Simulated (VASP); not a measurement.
Input of a VASP 6.6.1 run:

File INCAR:

```
  ALGO = Normal
  DIPOL = 0.5 0.5 0.321
  EDIFF = 1E-7
  EDIFFG = -0.025
  ENCUT = 520
  GGA = CA
  IBRION = 2
  IDIPOL = 3
  ISIF = 2
  ISMEAR = 0
  KPAR = 4
  LASPH = True
  LCHARG = False
  LDIPOL = True
  LREAL = Auto
  LWAVE = False
  NELM = 80
  NSW = 36
  PREC = Accurate
  SIGMA = 0.1
```

KPOINTS

```
k-points
0
Gamma
  6 4 1
```

POSCAR

```
LiBe24
1.0
    4.4524297775      0.0000000000      0.0000000000
    0.0000000000      7.0331519566      0.0000000000
    0.0000000000      0.0000000000     19.7998741761
Be Li
24 1
Selective dynamics
Direct
    0.0000000000      0.3750000000      0.2020214858  F F F
    0.0000000000      0.8750000000      0.2020214858  F F F
    0.5000000000      0.3750000000      0.2020214858  F F F
    0.5000000000      0.8750000000      0.2020214858  F F F
    0.2500000000      0.1250000000      0.2344789084  F F F
    0.2500000000      0.6250000000      0.2344789084  F F F
    0.7500000000      0.1250000000      0.2344789084  F F F
    0.7500000000      0.6250000000      0.2344789084  F F F
    0.2500000000      0.3750000000      0.2993937535  F F F
    0.2500000000      0.8750000000      0.2993937535  F F F
    0.7500000000      0.3750000000      0.2993937535  F F F
    0.7500000000      0.8750000000      0.2993937535  F F F
    0.0000000000      0.1250000000      0.3261495638  F F F
    0.0000000000      0.6250000000      0.3261495638  F F F
    0.5000000000      0.1250000000      0.3261495638  F F F
    0.5000000000      0.6250000000      0.3261495638  F F F
    0.0000000000      0.3750000000      0.3969669031  F F F
    0.0000000000      0.8750000000      0.3969669031  F F F
    0.5000000000      0.3750000000      0.3969669031  F F F
    0.5000000000      0.8750000000      0.3969669031  F F F
    0.2500000000      0.1250000000      0.4191882283  F F F
    0.2500000000      0.6250000000      0.4191882283  F F F
    0.7500000000      0.1250000000      0.4191882283  F F F
    0.7500000000      0.6250000000      0.4191882283  F F F
    0.2500000000      0.2500000000      0.5186085991  F F T
```

Potentials or basis: VASP PAW LDA potentials, release 64 (Be, Li_sv).

Run with:

```bash
$ cat potpaw_LDA.64/Be/POTCAR potpaw_LDA.64/Li_sv/POTCAR > POTCAR
$ mpirun -np 4 vasp_std > vasp.out
```

(1) What does it give for the band gap on the k mesh?

(2) Estimate the energy gained by relaxing.

## Answers

(1) zero (an odd number of electrons rules out a gap without spin polarisation).

(2) 0.3 meV/atom.
